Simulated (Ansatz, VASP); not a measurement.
## Ta in VASP and in Ansatz

```
Ta
1.0
     0.00000    2.11134    2.11134
     2.11134    0.00000    2.11134
     2.11134    2.11134    0.00000
Ta
1
Direct
  0.00000 0.00000 0.00000
```

Alike in both runs: functional PBE; k mesh 17 × 17 × 17; occupations fermi-dirac, width 0.05 eV; no spin polarisation.

Ansatz relaxed the structure, and its values are those at the end. VASP's run is a single point on that final structure, the one shown.

|  | VASP | Ansatz |
| --- | --- | --- |
| version | VASP 6.6.1 | Ansatz 0.2.0 |
| potentials or method | VASP PAW PBE potentials, release 64 (Ta_pv), cutoff 520 eV | all-electron LAPW, scalar-relativistic |

|  | VASP | Ansatz | Ansatz less VASP |
| --- | --- | --- | --- |
| pressure (GPa) | 0.0 | 0.0 | 0.00 |

Ansatz ran all-electron here, and VASP with PAW potentials.

Spin-orbit coupling is off throughout.
